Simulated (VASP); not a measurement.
# BiTe: single point with LDA

BiTe:

```
CELL_PARAMETERS angstrom
2.42271 1.39875 3.31729
-2.42271 1.39875 3.31729
0.00000 -2.79750 3.31729
ATOMIC_POSITIONS crystal
Bi 0.50000 0.50000 0.50000
Te 0.00000 0.00000 0.00000
```

```yaml
Program: VASP 6.6.1
Task: single point
Functional: LDA
Potentials_or_basis: VASP PAW LDA potentials, release 64 (Bi_d, Te)
Cutoff: 520 eV
k_mesh: 12 × 12 × 12
Occupations: gaussian, width 0.15 eV
Spin: no spin polarisation
Dipole_correction: no
Further_INCAR_settings: ALGO = Normal; EDIFF = 1e-07; NBANDS = 18
```

```yaml
Pressure: -3.5 GPa
```

Stress tensor (GPa, compression positive):
```
-3.75  0.00  0.00
 0.00 -3.75  0.00
 0.00  0.00 -3.13
```

Levels at points of the mesh, in eV from the Fermi level:
```tsv
k point	band 8	band 9	band 10	band 11	band 12	band 13
(0.00, 0.00, 0.00)	-2.88	-2.88	-1.57	1.86	2.48	2.48
(0.50, 0.00, 0.00)	-1.81	-1.79	-1.00	-0.98	-0.60	0.30
(0.50, 0.50, 0.00)	-5.57	-4.45	-3.26	2.43	3.04	3.56
(0.50, 0.50, 0.50)	-2.31	-2.31	-2.20	-1.57	-1.26	-1.26
```

It took 100 s on 1 thread of Intel(R) Xeon(R) Platinum 8259CL CPU @ 2.50GHz (Skylake/Cascade Lake) (shared host), peak memory 0.33 GiB.

Caveat: spin-orbit coupling is left out, which moves the levels of the heavy elements.
